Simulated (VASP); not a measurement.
## Se: single point with LDA

Crystal: Se.

```
Se
1.0
     3.95346    0.00000    0.00000
    -1.97673    3.42380    0.00000
     0.00000    0.00000    5.12053
Se
3
Direct
  0.25435 0.00000 0.33333
  0.00000 0.25435 0.66667
  0.74565 0.74565 0.00000
```

```
Program                : VASP 6.6.1
Task                   : single point
Functional             : LDA
Potentials or basis    : VASP PAW LDA potentials, release 64 (Se)
Cutoff                 : 520 eV
k mesh                 : 9 × 9 × 6
Occupations            : methfessel-paxton, width 0.2 eV
Spin                   : no spin polarisation
Dipole correction      : no
Further INCAR settings : ALGO = Normal; EDIFF = 1e-06; NBANDS = 16
```

```yaml
Pressure: 0.2 GPa
Largest_force: 0.052 eV/Å
Band_gap_on_the_k_mesh: 0.28 eV, direct
```

Forces on the atoms (eV/Å):
```
Se   0.052  0.000  0.000
Se  -0.026  0.045  0.000
Se  -0.026 -0.045  0.000
```

Stress tensor (GPa, compression positive):
```
0.13 0.00 0.00
0.00 0.13 0.00
0.00 0.00 0.28
```

Levels at points of the mesh, in eV from the valence-band top:
| k point | band 6 | band 7 | band 8 | band 9 | band 10 | band 11 | band 12 | band 13 |
| --- | --- | --- | --- | --- | --- | --- | --- | --- |
| (0.00, 0.00, 0.00) | -3.45 | -1.98 | -1.98 | -0.69 | 1.32 | 1.32 | 2.00 | 6.17 |
| (0.00, 0.00, 0.50) | -3.19 | -1.52 | -1.35 | -1.35 | 0.74 | 0.75 | 0.75 | 5.26 |

Wall time 22 s on 1 thread of Intel(R) Xeon(R) 6975P-C (Granite Rapids), with other jobs on the host, peak memory 0.18 GiB.

A k mesh can miss the band edges.
